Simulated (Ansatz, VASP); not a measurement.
Two plane-wave programs on SiB4N

Contents of INCAR:

```
SYSTEM = SiB4N
PREC     = Accurate       ! precision mode
ENCUT    = 600            ! plane-wave cutoff, eV
EDIFF    = 1E-6           ! SCF threshold, eV
ISMEAR   = 0              ! smearing method
SIGMA    = 0.1            ! smearing width, eV
LREAL    = .FALSE.        ! projectors in reciprocal space
LASPH    = .TRUE.         ! aspherical terms in the spheres
NELM     = 80             ! most SCF steps
ALGO     = Normal         ! electronic algorithm
ISIF     = 3              ! what is computed and relaxed
LWAVE    = .FALSE.        ! write WAVECAR
LCHARG   = .FALSE.        ! write CHGCAR
GGA      = PE             ! functional
IBRION   = 2              ! ionic algorithm
NSW      = 90             ! ionic steps
EDIFFG   = -0.04          ! ionic threshold
```

KPOINTS

```
Automatic mesh
0
G
  6 6 6
  0 0 0
```

POSCAR

```
SiB4N
1.0
    0.0000000000      3.0455592600      3.0455592600
    3.0455592600      0.0000000000      3.0455592600
    3.0455592600      3.0455592600      0.0000000000
Si B N
1 4 1
Direct
    0.0000000000      0.0000000000      0.0000000000
    0.8749721900      0.3750092700      0.3750092700
    0.3750092700      0.3750092700      0.3750092700
    0.3750092700      0.8749721900      0.3750092700
    0.3750092700      0.3750092700      0.8749721900
    0.7500000000      0.7500000000      0.7500000000
```

Input for Ansatz:

```yaml
crystal:
  lattice:
    - [0.0, 3.04555926, 3.04555926]
    - [3.04555926, 0.0, 3.04555926]
    - [3.04555926, 3.04555926, 0.0]
  atoms:
    - { symbol: Si, position: [0.0, 0.0, 0.0] }
    - { symbol: B, position: [0.87497219, 0.37500927, 0.37500927] }
    - { symbol: B, position: [0.37500927, 0.37500927, 0.37500927] }
    - { symbol: B, position: [0.37500927, 0.87497219, 0.37500927] }
    - { symbol: B, position: [0.37500927, 0.37500927, 0.87497219] }
    - { symbol: "N", position: [0.75, 0.75, 0.75] }
basis:
  ecutwfc: 420
kpoints:
  mp_grid: { grid: [6, 6, 6] }
hamiltonian:
  xc: pbe
scf:
  occupations: { method: gaussian, width: 0.1 }
  lower_state_search: "off"
output:
  forces: true
  stress: true
  eigenvalues: true
relax:
  adjacent_minimum: "off"
  f_tol: 0.04
  max_steps: 70
  cell: { stress_tol: 0.4 }
```

Change from the starting cell: species swapped into the HfZrMo4 type (F-43m, No. 216).

Alike in both runs: task relaxation of cell and atoms; functional PBE; k mesh 6 × 6 × 6; occupations gaussian, width 0.1 eV; no spin polarisation.

|  | VASP | Ansatz |
| --- | --- | --- |
| version | VASP 6.6.1 | Ansatz 0.2.0 |
| potentials or method | VASP PAW PBE potentials, release 64 (Si, B, N), cutoff 600 eV | scalar-relativistic, plane waves, PAW |
| valence electrons in the cell | 21 | 21 |

|  | VASP | Ansatz | Ansatz less VASP |
| --- | --- | --- | --- |
| gap on the k mesh at the Fermi level, each at its own relaxed structure (eV) | none | none | - |
| relaxed volume (Å³/atom) | 7.26 | 7.28 | +0.014 |
| relaxed cell length with the largest relative difference (Å) | 3.950 | 3.953 | +0.0025 |

A gap of «none» marks a metal or a gap that the smearing closes.

Noted on VASP's run: the volume moved by over 15 % at a fixed basis, so the end points are rough; too few bands were computed for a metal, which touches its energy and stress.
